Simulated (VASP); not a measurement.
Set up this calculation in VASP 6.6.1, as the native input.

- Task: single point
- Functional: LDA
- Potentials or basis: VASP PAW LDA potentials, release 64 (Hf_pv)
- Cutoff: 520 eV
- k mesh: 12 × 12 × 7
- Occupations: fermi-dirac, width 0.08 eV
- Spin: no spin polarisation
- Dipole correction: no
- Further INCAR settings: ALGO = Normal; EDIFF = 1e-07; NBANDS = 17

The structure of Hf lies in POSCAR:

```
Hf
1.0
    1.5590073223     -2.7002798916      0.0000000000
    1.5590073223      2.7002798916      0.0000000000
    0.0000000000      0.0000000000      4.9466063830
Hf
2
Direct
    0.6666666670      0.3333333330      0.2500000000
    0.3333333330      0.6666666670      0.7500000000
```

These files were run (other wordings do the same):

INCAR

```
SYSTEM = Hf
PREC     = Accurate       ! precision mode
ENCUT    = 520            ! plane-wave cutoff, eV
EDIFF    = 1E-7           ! SCF threshold, eV
ISMEAR   = -1             ! smearing method
SIGMA    = 0.08           ! smearing width, eV
LREAL    = .False.        ! projectors in reciprocal space
LASPH    = .True.         ! aspherical terms in the spheres
NELM     = 100            ! most SCF steps
ALGO     = Normal         ! electronic algorithm
ISIF     = 2              ! what is computed and relaxed
LWAVE    = .False.        ! write WAVECAR
LCHARG   = .False.        ! write CHGCAR
NBANDS   = 17             ! bands
```

KPOINTS

```
regular mesh
0
Gamma
  12 12 7
  0 0 0
```

Potentials or basis: VASP PAW LDA potentials, release 64 (Hf_pv).

Launch:

```bash
$ cat potpaw_LDA.64/Hf_pv/POTCAR > POTCAR
$ mpirun -np 1 vasp_std > vasp.out
```

Results of the run:

```json
{
  "Pressure": "0.1 GPa",
  "Band gap on the k mesh": "zero (band 10 reaches 6.43 eV, above the bottom of band 11 at 5.03 eV)"
}
```

Caveat: spin-orbit coupling is left out, which moves the levels of the heavy elements.

Run time: 32 s on 1 thread of Intel(R) Xeon(R) Platinum 8488C (Sapphire Rapids) (shared host), peak memory 0.17 GiB.
